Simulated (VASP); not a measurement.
# Al3Sb2P (Cmmm) in VASP: a series of runs

The runs below take Al3Sb2P through single point, with PBE.

Everything below comes from runs of VASP 6.6.1. Logs are shortened: lines on timing, memory, paths and dates and some standing lists are left out, and cuts for length are marked.

## Step 1: The cell of the first run

It takes space group Cmmm (No. 65, orthorhombic). Conventional cell: a = 4.184 Å, b = 15.465 Å, c = 3.867 Å, α = 90.00°, β = 90.00°, γ = 90.00°. Al (site symmetry mmm) has 4 P at 2.85 Å and 4 Sb at 3.06 Å and 4 Al at 3.44 Å within 3.8 Å. Within 3.8 Å of Al (site symmetry m2m) lie 6 Sb at 2.91 to 3.28 Å and 4 Al at 2.92 to 3.44 Å and 2 P at 3.54 Å. Within 3.8 Å of Sb (site symmetry m2m) lie 8 Al at 2.91 to 3.28 Å and 2 P at 2.95 Å. Within 3.8 Å of P (site symmetry mmm) lie 8 Al at 2.85 to 3.54 Å and 4 Sb at 2.95 Å.

## Step 2: Single point, PBE

INCAR

```
SYSTEM = Al3Sb2P
ALGO = Normal ; EDIFF = 1E-6
ENCUT = 520 ; GGA = PE
ISIF = 2 ; ISMEAR = 0
LASPH = .TRUE. ; LCHARG = .FALSE.
LREAL = .FALSE. ; LWAVE = .FALSE.
NBANDS = 21 ; NELM = 80
PREC = Accurate ; SIGMA = 0.1
```

KPOINTS

```
k-points
0
G
  4 4 4
  0 0 0
```

POSCAR

```
Al3Sb2P
1.0
    2.0920849758     -7.7324419967      0.0000000000
    2.0920849758      7.7324419967      0.0000000000
    0.0000000000      0.0000000000      3.8665851938
Al Sb P
3 2 1
Direct
    0.5000000000      0.5000000000      0.5000000000
    0.3157218792      0.6842781208      0.0000000000
    0.6842781208      0.3157218792      0.0000000000
    0.1444234442      0.8555765558      0.5000000000
    0.8555765558      0.1444234442      0.5000000000
    0.0000000000      0.0000000000      0.0000000000
```

Potentials or basis: VASP PAW PBE potentials, release 64 (Al, Sb, P).

Launch:

```console
$ cat potpaw_PBE.64/Al/POTCAR potpaw_PBE.64/Sb/POTCAR potpaw_PBE.64/P/POTCAR > POTCAR
$ mpirun -np 1 vasp_std > vasp.out
```

OUTCAR:

```text
SYSTEM = Al3Sb2P
   EDIFF = 1E-6
   ENCUT = 520
   GGA = PE
   ISIF = 2
   ISMEAR = 0
   LASPH = .TRUE.
   LREAL = .FALSE.
   NELM = 80
   PREC = Accurate

 ion  position               nearest neighbor table
   1  0.500  0.500  0.500-   6 2.85   6 2.85   6 2.85   6 2.85   4 3.06   5 3.06   4 3.06   5 3.06

   2  0.316  0.684  0.000-   5 2.91   5 2.91   5 2.91   5 2.91   3 2.92   3 2.92   4 3.28   4 3.28

   3  0.684  0.316  0.000-   4 2.91   4 2.91   4 2.91   4 2.91   2 2.92   2 2.92   5 3.28   5 3.28

   4  0.144  0.856  0.500-   3 2.91   3 2.91   3 2.91   3 2.91   6 2.95   6 2.95   1 3.06   1 3.06
                             2 3.28   2 3.28
   5  0.856  0.144  0.500-   2 2.91   2 2.91   2 2.91   2 2.91   6 2.95   6 2.95   1 3.06   1 3.06
                             3 3.28   3 3.28
   6  0.000  0.000  0.000-   1 2.85   1 2.85   1 2.85   1 2.85   4 2.95   5 2.95   5 2.95   4 2.95

  LATTYP: Found a base centered orthorhombic cell.
 ALAT       =     4.1841699516
 B/A-ratio  =     3.6960458519
 C/A-ratio  =     0.9240985042

  Lattice vectors:

 A1 = (   2.0920849758,  -7.7324419967,   0.0000000000)
 A2 = (   2.0920849758,   7.7324419967,   0.0000000000)
 A3 = (   0.0000000000,   0.0000000000,   3.8665851938)

Analysis of symmetry for initial positions (statically):
=====================================================================
 Subroutine PRICEL returns:
 Original cell was already a primitive cell.

 Routine SETGRP: Setting up the symmetry group for a
 base centered orthorhombic supercell.

 Subroutine GETGRP returns: Found  8 space group operations
 (whereof  8 operations were pure point group operations)
 out of a pool of  8 trial point group operations.

The static configuration has the point symmetry D_2h.

Analysis of symmetry for dynamics (positions and initial velocities):
=====================================================================
 Subroutine PRICEL returns:
 Original cell was already a primitive cell.

 Routine SETGRP: Setting up the symmetry group for a
 base centered orthorhombic supercell.

 Subroutine GETGRP returns: Found  8 space group operations
 (whereof  8 operations were pure point group operations)
 out of a pool of  8 trial point group operations.

The dynamic configuration has the point symmetry D_2h.

 Subroutine INISYM returns: Found  8 space group operations
 (whereof  8 operations are pure point group operations),
 and found     1 'primitive' translations

----------------------------------------------------------------------------------------

                                     Primitive cell

  volume of cell :     125.0989

  direct lattice vectors                    reciprocal lattice vectors
     2.092084976 -7.732441997  0.000000000     0.238996028 -0.064662625  0.000000000
     2.092084976  7.732441997  0.000000000     0.238996028  0.064662625  0.000000000
     0.000000000  0.000000000  3.866585194     0.000000000  0.000000000  0.258626139

  length of vectors
     8.010460585  8.010460585  3.866585194     0.247589088  0.247589088  0.258626139

  position of ions in fractional coordinates (direct lattice)
     0.500000000  0.500000000  0.500000000
     0.315721879  0.684278121  0.000000000
     0.684278121  0.315721879  0.000000000
     0.144423444  0.855576556  0.500000000
     0.855576556  0.144423444  0.500000000
     0.000000000  0.000000000  0.000000000

  ion indices of the primitive-cell ions
   primitive index   ion index
                 1           1
                 2           2
                 3           3
                 4           4
                 5           5
                 6           6

----------------------------------------------------------------------------------------

 KPOINTS: k-points

Automatic generation of k-mesh.
 Grid dimensions read from file:
 generate k-points for:    4    4    4

 Generating k-lattice:

  Cartesian coordinates                     Fractional coordinates (reciprocal lattice)
     0.059749007 -0.016165656  0.000000000     0.250000000  0.000000000  0.000000000
     0.059749007  0.016165656  0.000000000     0.000000000  0.250000000  0.000000000
     0.000000000  0.000000000  0.064656535     0.000000000  0.000000000  0.250000000

  Length of vectors
     0.061897272  0.061897272  0.064656535

  Shift w.r.t. Gamma in fractional coordinates (k-lattice)
     0.000000000  0.000000000  0.000000000

 Subroutine IBZKPT returns following result:
 ===========================================

 Found     21 irreducible k-points:

 Following reciprocal coordinates:
            Coordinates               Weight
  0.000000  0.000000  0.000000      1.000000
  0.250000  0.000000  0.000000      4.000000
  0.500000  0.000000  0.000000      2.000000
  0.250000  0.250000  0.000000      2.000000
  0.500000  0.250000  0.000000      4.000000
 -0.250000  0.250000  0.000000      2.000000
[... 13 lines left out ...]
 -0.250000  0.250000  0.500000      2.000000
  0.500000  0.500000  0.500000      1.000000
   k-points           NKPTS =     21   k-points in BZ     NKDIM =     21   number of bands    NBANDS=     21
   number of dos      NEDOS =    301   number of ions     NIONS =      6
   total plane-waves  NPLWV = 108000
   dimension x,y,z NGX =    60 NGY =   60 NGZ =   30
   dimension x,y,z NGXF=   120 NGYF=  120 NGZF=   60
   ions per type =               3   2   1
   NGX,Y,Z   is equivalent  to a cutoff of  12.45, 12.45, 12.90 a.u.
   NGXF,Y,Z  is equivalent  to a cutoff of  24.90, 24.90, 25.80 a.u.
 SYSTEM =  Al3Sb2P
   PREC   = accura    normal or accurate (medium, high low for compatibility)
   ISTART =      0    job   : 0-new  1-cont  2-samecut
   ICHARG =      2    charge: 1-file 2-atom 10-const
   ISPIN  =      1    spin polarized calculation?
   LNONCOLLINEAR =      F non collinear calculations
   LSORBIT =      F    spin-orbit coupling
   LASPH  =      T    aspherical Exc in radial PAW
   ENCUT  =  520.0 eV  38.22 Ry    6.18 a.u.  14.89 14.89  7.19*2*pi/ulx,y,z
   NELM   =     80;   NELMIN=  2; NELMDL= -5     # of ELM steps
   EDIFF  = 0.1E-05   stopping-criterion for ELM
   LREAL  =      F    real-space projection
[... 7 lines left out ...]
   TEBEG  =    0.0;   TEEND  =   0.0 temperature during run
   PSTRESS=    0.0 pullay stress
   NELECT =      24.0000    total number of electrons
   NUPDOWN=      -1.0000    fix difference up-down
   EMIN   =  10.00;   EMAX   =-10.00  energy-range for DOS
   EFERMI =   0.00;   METHOD = LEGACY
   ISMEAR =     0;   SIGMA  =   0.10  broadening in eV -4-tet -1-fermi 0-gaus
   EFERMI_NEDOS =   21; number of points for ismear=-14 and -15
   IALGO  =     38    algorithm
   IMIX   =      4    mixing-type and parameters
     AMIX     =   0.40;   BMIX     =  1.00
     AMIX_MAG =   1.60;   BMIX_MAG =  1.00
  volume/ion in A,a.u.               =      20.85       140.70
  Fermi-wavevector in a.u.,A,eV,Ry     =   0.944193  1.784266 12.129597  0.891500
  Thomas-Fermi vector in A             =   2.071974
   LORBIT       =      0    0 simple, 1 ext, 2 COOP (PROOUT), +10 PAW based schemes
   GGA     = PE    functional components
   LHFCALC =     F    Hartree Fock is set to
   AEXX    =    0.0000 exact exchange contribution
   IVDW    =     0    specifies the selected vdW correction
   LEPSILON=     F    determine dielectric tensor
   LRPA    =     F    only Hartree local field effects (RPA)
 non-spin polarized calculation
 Gauss-broadening in eV      SIGMA  =   0.10
  energy-cutoff  :      520.00
  volume of cell :      125.10
 maximum number of plane-waves:      3397
   NGX = 29   NGY = 29   NGZ = 15

 number of electron      24.0000000 magnetization

 Free energy of the ion-electron system (eV)
  ---------------------------------------------------
  ext. energy  EPLUGINS =         0.00000000
  ---------------------------------------------------
  free energy    TOTEN  =       -23.36232448 eV

  energy without entropy =      -23.34668601  energy(sigma->0) =      -23.35450524

 E-fermi :   7.9367     XC(G=0): -10.1138

 val. band max:        7.9214820149   @ k =   0.5000   0.0000   0.2500
 cond. band min:       7.9701127468   @ k =  -0.2500   0.2500   0.5000
 fundamental gap:      0.0486307319
 Fermi energy:         7.9367027730

 k-point     1 :       0.0000    0.0000    0.0000
  band No.  band energies     occupation
      1      -5.0074      2.00000
      2      -2.7933      2.00000
      3      -2.2263      2.00000
      4       3.7364      2.00000
      5       4.3013      2.00000
      6       4.7259      2.00000
[... 13 lines left out ...]
     20      13.4704      0.00000
     21      13.6795      0.00000

 k-point     2 :       0.2500    0.0000    0.0000
  band No.  band energies     occupation
      1      -4.6288      2.00000
      2      -2.7344      2.00000
      3      -1.5623      2.00000
      4       1.4824      2.00000
      5       2.2660      2.00000
      6       3.4456      2.00000
[... 13 lines left out ...]
     20      11.7860      0.00000
     21      12.4496      0.00000

 k-point     3 :       0.5000    0.0000    0.0000
  band No.  band energies     occupation
      1      -4.0998      2.00000
      2      -2.4864      2.00000
      3      -0.9354      2.00000
      4      -0.0558      2.00000
      5       1.3102      2.00000
      6       2.5040      2.00000
[... 13 lines left out ...]
     20      11.7663      0.00000
     21      11.9025      0.00000
[... 385 lines left out ...]
 k-point    20 :      -0.2500    0.2500    0.5000
  band No.  band energies     occupation
      1      -2.8234      2.00000
      2      -2.6823      2.00000
      3      -1.7630      2.00000
      4       0.2517      2.00000
      5       1.8523      2.00000
      6       2.4026      2.00000
[... 13 lines left out ...]
     20      11.0676      0.00000
     21      11.3286      0.00000

 k-point    21 :       0.5000    0.5000    0.5000
  band No.  band energies     occupation
      1      -2.7974      2.00000
      2      -2.3411      2.00000
      3      -2.2588      2.00000
      4      -0.0069      2.00000
      5       2.6663      2.00000
      6       3.3436      2.00000
[... 13 lines left out ...]
     20      10.6524      0.00000
     21      11.7274      0.00000

------------------------ aborting loop because EDIFF is reached ----------------------------------------

  FORCE on cell =-STRESS in cart. coord.  units (eV):
  Direction    XX          YY          ZZ          XY          YZ          ZX
  --------------------------------------------------------------------------------------
  -------------------------------------------------------------------------------------
  Total        0.0873645     -0.1137011      0.1268140      0.0000000      0.0000000      0.0000000
  in kB        1.1189022     -1.4562028      1.6241433      0.0000000      0.0000000      0.0000000
  external PRESSURE =       0.4289476 kB  Pullay stress =       0.0000000 kB

 VOLUME and BASIS-vectors are now :
 -----------------------------------------------------------------------------
  energy-cutoff  :      520.00
  volume of cell :      125.10
      direct lattice vectors                 reciprocal lattice vectors
     2.092084976 -7.732441997  0.000000000     0.238996028 -0.064662625  0.000000000
     2.092084976  7.732441997  0.000000000     0.238996028  0.064662625  0.000000000
     0.000000000  0.000000000  3.866585194     0.000000000  0.000000000  0.258626139

 POSITION                                       TOTAL-FORCE (eV/Angst)
 -----------------------------------------------------------------------------------
      2.09208      0.00000      1.93329         0.000000      0.000000     -0.000000
      2.09208      2.84984      0.00000        -0.000000      0.011021     -0.000000
      2.09208     -2.84984      0.00000        -0.000000     -0.011021     -0.000000
      2.09208      5.49895      1.93329        -0.000000      0.008571      0.000000
      2.09208     -5.49895      1.93329        -0.000000     -0.008571     -0.000000
      0.00000      0.00000      0.00000        -0.000000      0.000000     -0.000000
 -----------------------------------------------------------------------------------
    total drift:                                0.000000     -0.000000      0.000000

  FREE ENERGIE OF THE ION-ELECTRON SYSTEM (eV)
  ---------------------------------------------------
  free  energy   TOTEN  =       -23.3623244797 eV

  energy  without entropy=      -23.3466860083  energy(sigma->0) =      -23.35450524
```

Run time: 48 s. Hardware: 1 thread of AMD EPYC 9R14 (Zen 4), shared host; peak memory 0.3 GiB.

What came out:

- Free energy: -23.3623 eV
- Pressure: 0.0 GPa
- Largest force: 0.011 eV/Å
- Band gap on the k mesh: zero (band 12 reaches 8.82 eV, above the bottom of band 13 at 6.36 eV)

Forces in eV/Å, atoms in the order of the input:
```
Al   0.000  0.000  0.000
Al   0.000  0.011  0.000
Al   0.000 -0.011  0.000
Sb   0.000  0.009  0.000
Sb   0.000 -0.009  0.000
P    0.000  0.000  0.000
```

Caveat: the k points lie up to 0.41 Å⁻¹ apart; spin-orbit coupling is left out, which moves the levels of the heavy elements.

## Step 3: Single point, PBE

This run uses another cell than the first one, of 22.03 Å³/atom, 1.057 times its volume.

INCAR

```
SYSTEM = Al3Sb2P
  PREC = Accurate
  ENCUT = 520
  EDIFF = 1E-7
  ISMEAR = 0
  SIGMA = 0.1
  LREAL = .False.
  LASPH = .True.
  NELM = 60
  ALGO = Normal
  ISIF = 2
  LWAVE = .False.
  LCHARG = .False.
  GGA = PE
  NBANDS = 21
```

KPOINTS

```
regular mesh
0
Gamma
  4 4 4
  0 0 0
```

POSCAR

```
Al3Sb2P
1.0
    2.1184487200     -7.1152245500      0.0000000000
    2.1184487200      7.1152245500      0.0000000000
    0.0000000000      0.0000000000      4.3842680800
Al Sb P
3 2 1
Direct
    0.5000000000      0.5000000000      0.5000000000
    0.3150000000      0.6850000000      0.0000000000
    0.6850000000      0.3150000000      0.0000000000
    0.1250000000      0.8750000000      0.5000000000
    0.8750000000      0.1250000000      0.5000000000
    0.0000000000      0.0000000000      0.0000000000
```

Potentials or basis: VASP PAW PBE potentials, release 64 (Al, Sb, P).

Launch:

```console
$ cat potpaw_PBE.64/Al/POTCAR potpaw_PBE.64/Sb/POTCAR potpaw_PBE.64/P/POTCAR > POTCAR
$ mpirun -np 1 vasp_std > vasp.out
```

It took 62 s on 1 thread of AMD EPYC 9R14 (Zen 4), shared host; peak memory 0.3 GiB.

It converged, with:

```yaml
Free_energy: -22.6257 eV
Pressure: 0.9 GPa
Largest_force: 1.251 eV/Å
Band_gap_on_the_k_mesh: zero (band 12 reaches 7.45 eV, above the bottom of band 13 at 6.80 eV)
```

Forces in eV/Å, atoms in the order of the input:
```
Al   0.000  0.000  0.000
Al   0.000 -0.047  0.000
Al   0.000  0.047  0.000
Sb   0.000 -1.251  0.000
Sb   0.000  1.251  0.000
P    0.000  0.000  0.000
```

Stress tensor (GPa, compression positive):
```
-0.37  0.00  0.00
 0.00  3.96  0.00
 0.00  0.00 -0.88
```

Levels at points of the mesh, in eV from the Fermi level:
```tsv
k point	band 9	band 10	band 11	band 12	band 13	band 14	band 15	band 16
(0.00, 0.00, 0.00)	-1.84	-1.42	-1.06	-0.36	-0.18	-0.01	1.16	1.83
(0.50, 0.00, 0.00)	-1.32	-0.98	-0.88	-0.49	0.19	0.34	1.01	2.53
(0.50, 0.50, 0.00)	-2.42	-2.25	-1.07	-0.14	0.47	1.33	1.70	2.11
(0.00, 0.00, 0.50)	-0.84	-0.67	-0.10	0.13	0.15	0.40	1.72	1.83
(0.50, 0.00, 0.50)	-3.71	-2.68	-1.93	-1.62	0.99	1.17	1.89	2.12
(0.50, 0.50, 0.50)	-2.34	-1.76	-0.73	-0.26	0.36	0.93	2.05	2.26
```

Caveat: the k points lie up to 0.39 Å⁻¹ apart; spin-orbit coupling is left out, which moves the levels of the heavy elements; forces of over 1 eV/Å act on the atoms, so gaps and moduli don't describe the material at rest.
